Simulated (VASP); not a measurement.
# Mo in VASP: a series of runs, part 2 of 2

VASP 6.6.1. Earlier steps stand in the parts before.

### 4 Single point, PBE (strain -0.050 along x and y, +0.000 along z)

Contents of INCAR:

```
SYSTEM = Mo
PREC     = Accurate       ! precision mode
ENCUT    = 520            ! plane-wave cutoff, eV
EDIFF    = 1E-6           ! SCF threshold, eV
ISMEAR   = 0              ! smearing method
SIGMA    = 0.15           ! smearing width, eV
LREAL    = .False.        ! projectors in reciprocal space
LASPH    = .True.         ! aspherical terms in the spheres
NELM     = 80             ! most SCF steps
ALGO     = Fast           ! electronic algorithm
ISIF     = 2              ! what is computed and relaxed
LWAVE    = .False.        ! write WAVECAR
LCHARG   = .True.         ! write CHGCAR
GGA      = PE             ! functional
LELF     = .True.         ! ELF
LVHAR    = .True.       
NBANDS   = 13             ! bands
```

Contents of KPOINTS:

```
Automatic mesh
0
Gamma
  26 26 26
  0 0 0
```

Contents of POSCAR:

```
Mo
1.0
   -1.5012084634      1.5012084634      1.5802194352
    1.5012084634     -1.5012084634      1.5802194352
    1.5012084634      1.5012084634     -1.5802194352
Mo
1
Direct
    0.0000000000      0.0000000000      0.0000000000
```

Potentials or basis: VASP PAW PBE potentials, release 64 (Mo_sv).

Command:

```sh
$ cat potpaw_PBE.64/Mo_sv/POTCAR > POTCAR
$ mpirun -np 1 vasp_std > vasp.out
```

OUTCAR:

```text
SYSTEM = Mo
   PREC = Accurate
   ENCUT = 520
   EDIFF = 1E-6
   ISMEAR = 0
   LREAL = .False.
   LASPH = .True.
   NELM = 80
   ISIF = 2
   GGA = PE

 ion  position               nearest neighbor table
   1  0.000  0.000  0.000-

  LATTYP: Found a body centered tetragonal cell.
 ALAT       =     3.0024169268
 C/A-ratio  =     1.0526315790

  Lattice vectors:

 A1 = (  -1.5012084634,   1.5012084634,   1.5802194352)
 A2 = (   1.5012084634,  -1.5012084634,   1.5802194352)
 A3 = (   1.5012084634,   1.5012084634,  -1.5802194352)

Analysis of symmetry for initial positions (statically):
=====================================================================
 Subroutine PRICEL returns:
 Original cell was already a primitive cell.

 Routine SETGRP: Setting up the symmetry group for a
 body centered tetragonal supercell.

 Subroutine GETGRP returns: Found 16 space group operations
 (whereof 16 operations were pure point group operations)
 out of a pool of 16 trial point group operations.

The static configuration has the point symmetry D_4h.

Analysis of symmetry for dynamics (positions and initial velocities):
=====================================================================
 Subroutine PRICEL returns:
 Original cell was already a primitive cell.

 Routine SETGRP: Setting up the symmetry group for a
 body centered tetragonal supercell.

 Subroutine GETGRP returns: Found 16 space group operations
 (whereof 16 operations were pure point group operations)
 out of a pool of 16 trial point group operations.

The dynamic configuration has the point symmetry D_4h.

 Subroutine INISYM returns: Found 16 space group operations
 (whereof 16 operations are pure point group operations),
 and found     1 'primitive' translations

----------------------------------------------------------------------------------------

                                     Primitive cell

  volume of cell :      14.2449

  direct lattice vectors                    reciprocal lattice vectors
[... 114 lines left out ...]
   LEPSILON=     F    determine dielectric tensor
   LRPA    =     F    only Hartree local field effects (RPA)
 non-spin polarized calculation
 RMM-DIIS sequential band-by-band and
 Gauss-broadening in eV      SIGMA  =   0.15
  energy-cutoff  :      520.00
  volume of cell :       14.24
 maximum number of plane-waves:       402
   NGX =  9   NGY =  9   NGZ =  9

 number of electron      13.9999999 magnetization

 Free energy of the ion-electron system (eV)
  ---------------------------------------------------
  ext. energy  EPLUGINS =         0.00000000
  ---------------------------------------------------
  free energy    TOTEN  =       -10.75741245 eV

  energy without entropy =      -10.75071864  energy(sigma->0) =      -10.75406554

 E-fermi :  14.1632     XC(G=0): -13.9214

 val. band max:       14.1617931010   @ k =  -0.3077   0.3462   0.2308
 cond. band min:      14.1634659254   @ k =  -0.2692   0.3846   0.1923
 fundamental gap:      0.0016728244
 Fermi energy:        14.1632155938

 k-point     1 :       0.0000    0.0000    0.0000
  band No.  band energies     occupation
      1     -47.1621      2.00000
      2     -20.1854      2.00000
      3     -20.1744      2.00000
      4     -20.1744      2.00000
      5       6.6363      2.00000
      6      12.4077      2.00000
      7      12.4077      2.00000
      8      13.0462      2.00000
      9      15.5245      0.00000
     10      16.3663      0.00000
     11      28.4499      0.00000
     12      29.4833      0.00000
     13      29.4833      0.00000
[... 354 lines left out ...]
  band No.  band energies     occupation
      1     -46.8174      2.00000
      2     -21.8914      2.00000
      3     -20.6907      2.00000
      4     -20.1947      2.00000
      5       8.5102      2.00000
      6      10.7014      2.00000
      7      14.6404      0.00001
      8      15.6557      0.00000
      9      16.7229      0.00000
     10      18.7035      0.00000
     11      26.8733      0.00000
     12      28.2968      0.00000
     13      34.3667      0.00000

 [... further k-points ...]

------------------------ aborting loop because EDIFF is reached ----------------------------------------

  FORCE on cell =-STRESS in cart. coord.  units (eV):
  Direction    XX          YY          ZZ          XY          YZ          ZX
  --------------------------------------------------------------------------------------
  -------------------------------------------------------------------------------------
  Total        3.5919512      3.5919512      1.9453163      0.0000000      0.0000000      0.0000000
  in kB      404.0002327    404.0002327    218.7970291      0.0000000      0.0000000      0.0000000
  external PRESSURE =     342.2658315 kB  Pullay stress =       0.0000000 kB

 VOLUME and BASIS-vectors are now :
 -----------------------------------------------------------------------------
  energy-cutoff  :      520.00
  volume of cell :       14.24
      direct lattice vectors                 reciprocal lattice vectors
    -1.501208463  1.501208463  1.580219435     0.000000000  0.333065002  0.316411752
     1.501208463 -1.501208463  1.580219435     0.333065002  0.000000000  0.316411752
     1.501208463  1.501208463 -1.580219435     0.333065002  0.333065002  0.000000000

 POSITION                                       TOTAL-FORCE (eV/Angst)
 -----------------------------------------------------------------------------------
      0.00000      0.00000      0.00000         0.000000     -0.000000     -0.000000
 -----------------------------------------------------------------------------------
    total drift:                                0.000000     -0.000000      0.000000

  FREE ENERGIE OF THE ION-ELECTRON SYSTEM (eV)
  ---------------------------------------------------
  free  energy   TOTEN  =       -10.7574124513 eV

  energy  without entropy=      -10.7507186374  energy(sigma->0) =      -10.75406554
```

stdout:

```text
POSCAR found type information on POSCAR Mo
 POSCAR found :  1 types and       1 ions
 scaLAPACK will be used
 LDA part: xc-table for (Slater+PW92), standard interpolation
 POSCAR, INCAR and KPOINTS ok, starting setup
 FFT: planning ... GRIDC
 FFT: planning ... GRID_SOFT
 FFT: planning ... GRID
 WAVECAR not read
 entering main loop
```

Wall time 2.2 min (1 thread of Intel Xeon Platinum 8559C (Emerald Rapids), shared host); peak memory 0.32 GiB.

What came out:

| Quantity | Value |
| --- | --- |
| Free energy | -10.7574 eV |
| Pressure | 34.2 GPa |
| Band gap on the k mesh | zero (band 7 reaches 18.56 eV, above the bottom of band 8 at 12.95 eV) |

Caveat: the cell differs from its parent crystal (strain -0.050 along x and y, +0.000 along z).

### 5 Single point, PBE (strain -0.025 along x and y, -0.050 along z)

Contents of INCAR:

```
SYSTEM = Mo
PREC = Accurate
ENCUT = 520
EDIFF = 1E-6
ISMEAR = 0
SIGMA = 0.15
LREAL = .False.
LASPH = .True.
NELM = 80
ALGO = Fast
ISIF = 2
LWAVE = .False.
LCHARG = .False.
GGA = PE
NBANDS = 13
```

Contents of KPOINTS:

```
regular mesh
0
Gamma
  26 26 26
  0 0 0
```

Contents of POSCAR:

```
Mo
1.0
   -1.5407139493      1.5407139493      1.5012084634
    1.5407139493     -1.5407139493      1.5012084634
    1.5407139493      1.5407139493     -1.5012084634
Mo
1
Direct
    0.0000000000      0.0000000000      0.0000000000
```

Command:

```sh
$ cat potpaw_PBE.64/Mo_sv/POTCAR > POTCAR
$ mpirun -np 1 vasp_std > vasp.out
```

It took 1.9 min on 1 thread of Intel Xeon Platinum 8559C (Emerald Rapids), shared host; peak memory 0.32 GiB.

It converged, with:

```yaml
Free_energy: -10.7805 eV
Pressure: 33.7 GPa
Band_gap_on_the_k_mesh: zero (band 7 reaches 18.64 eV, above the bottom of band 8 at 12.63 eV)
```

Stress tensor (GPa, compression positive):
```
30.31  0.00  0.00
 0.00 30.31  0.00
 0.00  0.00 40.47
```

Levels at points of the mesh, in eV from the Fermi level:
| k point | band 5 | band 6 | band 7 | band 8 | band 9 | band 10 |
| --- | --- | --- | --- | --- | --- | --- |
| (0.00, 0.00, 0.00) | -7.52 | -1.79 | -1.45 | -1.45 | 1.58 | 2.03 |
| (0.50, 0.00, 0.00) | -5.94 | -4.00 | 1.98 | 2.10 | 2.76 | 5.43 |
| (0.50, 0.50, 0.00) | -5.88 | -3.64 | 1.61 | 1.86 | 2.47 | 5.37 |
| (0.50, 0.50, 0.50) | -6.24 | -6.17 | 4.49 | 4.49 | 4.59 | 9.59 |

Caveat: the cell differs from its parent crystal (strain -0.025 along x and y, -0.050 along z).

### 6 The runs side by side

| cell | gap on the mesh (eV) | pressure (GPa) |
| --- | --- | --- |
| a = 2.874 Å, angles 109.5°, 1 atom | none | -27.4 |
| a = 2.623 Å, angles 110.2, 110.2, 108.1°, 1 atom | none | 44.4 |
| a = 2.647 Å, angles 110.9, 110.9, 106.7°, 1 atom | none | 34.2 |
| a = 2.646 Å, angles 108.8, 108.8, 110.9°, 1 atom | none | 33.7 |

Alike in all rows: task single point; level PBE; potentials or basis VASP PAW PBE potentials, release 64 (Mo_sv); no spin polarisation; k mesh 26 × 26 × 26; cutoff (eV) 520; smearing gaussian 0.15 eV.

Total energies depend on the potentials used, so only differences within one code and one set of settings carry meaning.
